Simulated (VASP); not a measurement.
# Hf2Si3 (Cmmm) in VASP: a series of runs, part 2 of 2

VASP 6.6.1. The steps go on from the part before.

### Step 5. Single point, PBE

This run uses another cell than the first one, of 28.73 Å³/atom, 1.489 times its volume.

INCAR

```
SYSTEM = Hf2Si3
  PREC = Accurate
  ENCUT = 520
  EDIFF = 1E-6
  ISMEAR = 0
  SIGMA = 0.1
  LREAL = .FALSE.
  LASPH = .TRUE.
  NELM = 80
  ALGO = Normal
  ISIF = 2
  LWAVE = .FALSE.
  LCHARG = .FALSE.
  GGA = PE
  NBANDS = 24
```

KPOINTS

```
Automatic mesh
0
G
  10 10 6
  0 0 0
```

POSCAR

```
Hf2Si3
1.0
    2.4179289717     -3.8490078038      0.0000000000
    2.4179289717      3.8490078038      0.0000000000
    0.0000000000      0.0000000000      7.7180895868
Hf Si
2 3
Direct
    0.5000000000      0.5000000000      0.3153884600
    0.5000000000      0.5000000000      0.6846115400
    0.5000000000      0.5000000000      0.0000000000
    0.0000000000      0.5000000000      0.0000000000
    0.5000000000      0.0000000000      0.0000000000
```

Potentials or basis: VASP PAW PBE potentials, release 64 (Hf_pv, Si).

Command:

```console
$ cat potpaw_PBE.64/Hf_pv/POTCAR potpaw_PBE.64/Si/POTCAR > POTCAR
$ mpirun -np 1 vasp_std > vasp.out
```

OUTCAR:

```text
SYSTEM = Hf2Si3
   PREC = Accurate
   ENCUT = 520
   EDIFF = 1E-6
   ISMEAR = 0
   LREAL = .FALSE.
   LASPH = .TRUE.
   NELM = 80
   ISIF = 2
   GGA = PE

 ion  position               nearest neighbor table
   1  0.500  0.500  0.315-   3 2.43   2 2.85   4 3.33   5 3.33   5 3.33   4 3.33
   2  0.500  0.500  0.685-   3 2.43   1 2.85   4 3.33   5 3.33   5 3.33   4 3.33
   3  0.500  0.500  0.000-   4 2.27   5 2.27   5 2.27   4 2.27   1 2.43   2 2.43
   4  0.000  0.500  0.000-   3 2.27   3 2.27   5 2.42   5 2.42   1 3.33   2 3.33   1 3.33   2 3.33

   5  0.500  0.000  0.000-   3 2.27   3 2.27   4 2.42   4 2.42   1 3.33   2 3.33   1 3.33   2 3.33

  LATTYP: Found a base centered orthorhombic cell.
 ALAT       =     4.8358579434
 B/A-ratio  =     1.5918614024
 C/A-ratio  =     1.5960124712

  Lattice vectors:

 A1 = (   2.4179289717,  -3.8490078038,   0.0000000000)
 A2 = (   2.4179289717,   3.8490078038,   0.0000000000)
 A3 = (   0.0000000000,   0.0000000000,   7.7180895868)

Analysis of symmetry for initial positions (statically):
=====================================================================
 Subroutine PRICEL returns:
 Original cell was already a primitive cell.
[... 173 lines left out ...]
  free energy    TOTEN  =       -28.76959104 eV

  energy without entropy =      -28.74547583  energy(sigma->0) =      -28.75753344

 E-fermi :   3.1497     XC(G=0):  -8.7774

 val. band max:        3.1489868525   @ k =   0.1000   0.0000   0.3333
 cond. band min:       3.1516460361   @ k =   0.3000   0.1000   0.3333
 fundamental gap:      0.0026591836
 Fermi energy:         3.1497298671

 k-point     1 :       0.0000    0.0000    0.0000
  band No.  band energies     occupation
      1     -28.7550      2.00000
      2     -28.7050      2.00000
      3     -28.6980      2.00000
      4     -28.6480      2.00000
      5     -28.6374      2.00000
      6     -28.1193      2.00000
[... 637 lines left out ...]
     23       5.0200      0.00000
     24       6.1689      0.00000

 [... further k-points ...]
[... 5 lines left out ...]
  --------------------------------------------------------------------------------------
  -------------------------------------------------------------------------------------
  Total       -0.0806352     -0.1220558     -0.2304030     -0.0000000      0.0000000      0.0000000
  in kB       -0.8992968     -1.3612462     -2.5696060     -0.0000000      0.0000000      0.0000000
  external PRESSURE =      -1.6100497 kB  Pullay stress =       0.0000000 kB

 VOLUME and BASIS-vectors are now :
 -----------------------------------------------------------------------------
  energy-cutoff  :      520.00
  volume of cell :      143.66
      direct lattice vectors                 reciprocal lattice vectors
     2.417928972 -3.849007804  0.000000000     0.206788539 -0.129903608  0.000000000
     2.417928972  3.849007804  0.000000000     0.206788539  0.129903608  0.000000000
     0.000000000  0.000000000  7.718089587     0.000000000  0.000000000  0.129565741

 POSITION                                       TOTAL-FORCE (eV/Angst)
 -----------------------------------------------------------------------------------
      2.41793      0.00000      2.43420         0.000000      0.000000      0.003250
      2.41793      0.00000      5.28389        -0.000000      0.000000     -0.003250
      2.41793      0.00000      0.00000        -0.000000      0.000000      0.000000
      1.20896      1.92450      0.00000        -0.000000     -0.000000      0.000000
      1.20896     -1.92450      0.00000        -0.000000      0.000000      0.000000
 -----------------------------------------------------------------------------------
    total drift:                                0.000000      0.000000     -0.000000

  FREE ENERGIE OF THE ION-ELECTRON SYSTEM (eV)
  ---------------------------------------------------
  free  energy   TOTEN  =       -28.7695910356 eV

  energy  without entropy=      -28.7454758349  energy(sigma->0) =      -28.75753344
```

OSZICAR:

```text
N       E                     dE             d eps       ncg     rms          rms(c)
DAV:   1     0.105826593747E+03    0.10583E+03   -0.15034E+04  6272   0.113E+03
DAV:   2    -0.268781911271E+02   -0.13270E+03   -0.12368E+03  7168   0.244E+02
DAV:   3    -0.341918129091E+02   -0.73136E+01   -0.70051E+01  8336   0.403E+01
DAV:   4    -0.343903825921E+02   -0.19857E+00   -0.19727E+00  8440   0.726E+00
DAV:   5    -0.343968005727E+02   -0.64180E-02   -0.64133E-02  8704   0.101E+00    0.366E+01
DAV:   6    -0.299059473033E+02    0.44909E+01   -0.32915E+01  8200   0.169E+01    0.319E+01
DAV:   7    -0.288660221760E+02    0.10399E+01   -0.64639E+00  7944   0.929E+00    0.179E+01
DAV:   8    -0.287797569713E+02    0.86265E-01   -0.66793E-01  8216   0.398E+00    0.216E+00
DAV:   9    -0.287692815664E+02    0.10475E-01   -0.74236E-02  7712   0.128E+00    0.128E+00
DAV:  10    -0.287696126078E+02   -0.33104E-03   -0.65615E-03  8016   0.425E-01    0.222E-01
DAV:  11    -0.287695588996E+02    0.53708E-04   -0.87411E-04  7240   0.154E-01    0.118E-01
DAV:  12    -0.287695975496E+02   -0.38650E-04   -0.11660E-04  8424   0.540E-02    0.536E-02
DAV:  13    -0.287695913839E+02    0.61656E-05   -0.17193E-05  8008   0.176E-02    0.157E-02
DAV:  14    -0.287695910356E+02    0.34829E-06   -0.28948E-06  6304   0.911E-03
   1 F= -.28769591E+02 E0= -.28757533E+02  d E =-.241152E-01
```

Run time: 3.6 min. Hardware: 1 thread of Intel Xeon 6975P-C (Granite Rapids), shared host; peak memory 0.51 GiB.

Results:

| Property | Result |
| --- | --- |
| Free energy | -28.7696 eV |
| Pressure | -0.2 GPa |
| Largest force | 0.003 eV/Å |
| Band gap on the k mesh | zero (band 16 reaches 3.94 eV, above the bottom of band 17 at 2.55 eV) |

Forces in eV/Å, atoms in the order of the input:
```
Hf   0.000  0.000  0.003
Hf   0.000  0.000 -0.003
Si   0.000  0.000  0.000
Si   0.000  0.000  0.000
Si   0.000  0.000  0.000
```

Stress tensor (GPa, compression positive):
```
-0.09  0.00  0.00
 0.00 -0.14  0.00
 0.00  0.00 -0.26
```

Levels at points of the mesh, in eV from the Fermi level:
```tsv
k point	band 12	band 13	band 14	band 15	band 16	band 17	band 18	band 19	band 20	band 21
(0.00, 0.00, 0.00)	-3.49	-3.07	-1.78	-0.50	0.29	0.49	0.84	0.86	0.93	1.00
(0.50, 0.00, 0.00)	-2.29	-1.71	-0.82	-0.29	0.15	0.71	0.97	1.10	1.31	1.61
(0.50, 0.50, 0.00)	-2.85	-1.27	-0.78	-0.12	-0.01	0.30	0.34	1.00	1.43	1.67
(0.00, 0.00, 0.50)	-3.41	-1.75	-1.66	-0.97	-0.88	-0.29	-0.15	-0.07	0.90	1.07
(0.50, 0.00, 0.50)	-2.40	-1.13	-0.74	-0.22	0.27	0.30	1.33	1.37	1.49	1.67
(0.50, 0.50, 0.50)	-3.18	-0.69	-0.68	-0.61	0.79	1.17	1.38	1.51	1.57	1.64
```

Caveat: spin-orbit coupling is left out, which moves the levels of the heavy elements.

### Step 6. Summary

```csv
task,cell,k mesh,cutoff (eV),gap on the mesh (eV),pressure (GPa),largest force (eV/Å)
single point,"a = 3.809, b = 3.809, c = 6.660 Å, angles 90.0, 90.0, 93.1°, 5 atoms",4 × 4 × 4,520,none,49.9,1.67
single point,"a = 4.544, b = 4.544, c = 7.705 Å, angles 90.0, 90.0, 114.9°, 5 atoms",4 × 4 × 4,520,none,-0.1,-
relaxation of cell and atoms,"relaxed from a = 3.809, b = 3.809, c = 6.660 Å, angles 90.0, 90.0, 93.1°, 5 atoms",4 × 4 × 4,600,none,-0.2,0.02
single point,"a = 4.545, b = 4.545, c = 7.718 Å, angles 90.0, 90.0, 115.7°, 5 atoms",10 × 10 × 6,520,none,-0.2,-
```

Alike in all rows: level PBE; potentials or basis VASP PAW PBE potentials, release 64 (Hf_pv, Si); no spin polarisation; smearing gaussian 0.1 eV.

Caveats: some runs use coarse meshes; spin-orbit coupling is left out, which moves the levels of the heavy elements; forces of over 1 eV/Å act on the atoms, so gaps and moduli don't describe the material at rest (some runs); the volume moved by over 15 % at a fixed basis, so the end points are rough (some runs).

Absolute energies hang on the potentials; compare differences alone.
